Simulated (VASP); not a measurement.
A run of VASP 6.6.1:

File INCAR:

```
ALGO = Normal
EDIFF = 1E-7
ENCUT = 520
GGA = PE
ISIF = 2
ISMEAR = -1
LASPH = T
LCHARG = F
LREAL = F
LWAVE = F
NBANDS = 44
NELM = 80
PREC = Accurate
SIGMA = 0.02
```

KPOINTS

```
k-points
0
Gamma
  5 5 4
```

POSCAR

```
SiO2
1.0
    4.9727000000      0.0000000000      0.0000000000
    0.0000000000      4.9727000000      0.0000000000
    0.0000000000      0.0000000000      6.9257000000
Si O
4 8
Direct
    0.3054898356      0.3054898356      0.0000000000
    0.1945101644      0.8054898356      0.2500000000
    0.6945101644      0.6945101644      0.5000000000
    0.8054898356      0.1945101644      0.7500000000
    0.2364506227      0.1166503406      0.1851604459
    0.3833496594      0.7364506227      0.4351604459
    0.7635493773      0.8833496594      0.6851604459
    0.6166503406      0.2635493773      0.9351604459
    0.7364506227      0.3833496594      0.5648395541
    0.8833496594      0.7635493773      0.3148395541
    0.2635493773      0.6166503406      0.0648395541
    0.1166503406      0.2364506227      0.8148395541
```

Potentials or basis: VASP PAW PBE potentials, release 64 (Si, O).

The run is started by

```sh
$ cat potpaw_PBE.64/Si/POTCAR potpaw_PBE.64/O/POTCAR > POTCAR
$ mpirun -np 1 vasp_std > vasp.out
```

Hardware: 1 thread of Intel(R) Xeon(R) Platinum 8375C CPU @ 2.90GHz (Ice Lake), with other jobs on the host.

Estimate the wall time of this run.

It took 3.3 min on 1 thread of Intel(R) Xeon(R) Platinum 8375C CPU @ 2.90GHz (Ice Lake), with other jobs on the host, peak memory 0.3 GiB. Counts: scf iterations 15, k points 18.
